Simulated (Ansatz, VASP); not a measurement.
# Ba in VASP and in Ansatz

```
Ba
1.0
     0.00000    3.30690    3.30690
     3.30690    0.00000    3.30690
     3.30690    3.30690    0.00000
Ba
1
Direct
  0.00000 0.00000 0.00000
```

Alike in both runs: task single point; functional r2SCAN; k mesh 10 × 10 × 10; occupations fermi-dirac, width 0.1 eV; no spin polarisation.

|  | VASP | Ansatz |
| --- | --- | --- |
| version | VASP 6.6.1 | Ansatz 0.2.0 |
| potentials or method | VASP PAW PBE potentials, release 64 (Ba_sv), cutoff 520 eV | plane waves (500 eV) with PAW, scalar-relativistic |
| valence electrons in the cell | 10 | 10 |

|  | VASP | Ansatz | Ansatz less VASP |
| --- | --- | --- | --- |
| pressure (GPa) | -0.5 | -0.5 | -0.02 |

VASP's potentials were made for PBE, not for r2SCAN.

Spin-orbit coupling is off throughout.
